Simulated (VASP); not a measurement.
A run of VASP 6.6.1:

Contents of POSCAR:

```
Cl
1.0
    3.2642055900     -2.0574717550      0.0000000000
    3.2642055900      2.0574717550      0.0000000000
    0.0000000000      0.0000000000      8.4023954700
Cl
4
Direct
    0.8854753100      0.1145246900      0.6047529900
    0.1145246900      0.8854753100      0.3952470100
    0.6145246900      0.3854753100      0.1047529900
    0.3854753100      0.6145246900      0.8952470100
```

INCAR.step1

```
PREC     = Accurate       # precision mode
ENCUT    = 520            # plane-wave cutoff, eV
ISMEAR   = -1             # smearing method
SIGMA    = 0.03           # smearing width, eV
LREAL    = False          # projectors in reciprocal space
LASPH    = True           # aspherical terms in the spheres
NELM     = 100            # most SCF steps
NBANDS   = 22             # bands
GGA      = PE             # functional
ALGO     = Normal         # electronic algorithm
EDIFF    = 1E-4           # SCF threshold, eV
LWAVE    = True           # write WAVECAR
LCHARG   = False          # write CHGCAR
```

INCAR.step2

```
PREC     = Accurate       # precision mode
ENCUT    = 520            # plane-wave cutoff, eV
EDIFF    = 1E-8           # SCF threshold, eV
ISMEAR   = -1             # smearing method
SIGMA    = 0.03           # smearing width, eV
LREAL    = False          # projectors in reciprocal space
LASPH    = True           # aspherical terms in the spheres
NELM     = 100            # most SCF steps
ALGO     = Normal         # electronic algorithm
ISIF     = 2              # what is computed and relaxed
LWAVE    = False          # write WAVECAR
LCHARG   = False          # write CHGCAR
METAGGA  = R2SCAN         # meta-GGA
LMIXTAU  = True         
LEFG     = True         
NBANDS   = 22             # bands
ISTART   = 1
```

File KPOINTS:

```
Automatic mesh
0
Gamma
  7 7 3
```

Potentials or basis: VASP PAW PBE potentials, release 64 (Cl).

The run is started by

```console
$ cat potpaw_PBE.64/Cl/POTCAR > POTCAR
$ cp INCAR.step1 INCAR
$ mpirun -np 1 vasp_std > vasp.out
$ cp INCAR.step2 INCAR
$ mpirun -np 1 vasp_std > vasp.out
```

Hardware: 1 thread of Oxide Virtual Turin-like Processor (shared host).

Question: How long does it take, and how much memory?

Answer: It took 7.4 min on 1 thread of Oxide Virtual Turin-like Processor, on a shared host, peak memory 0.22 GiB. Counts: k points 32.
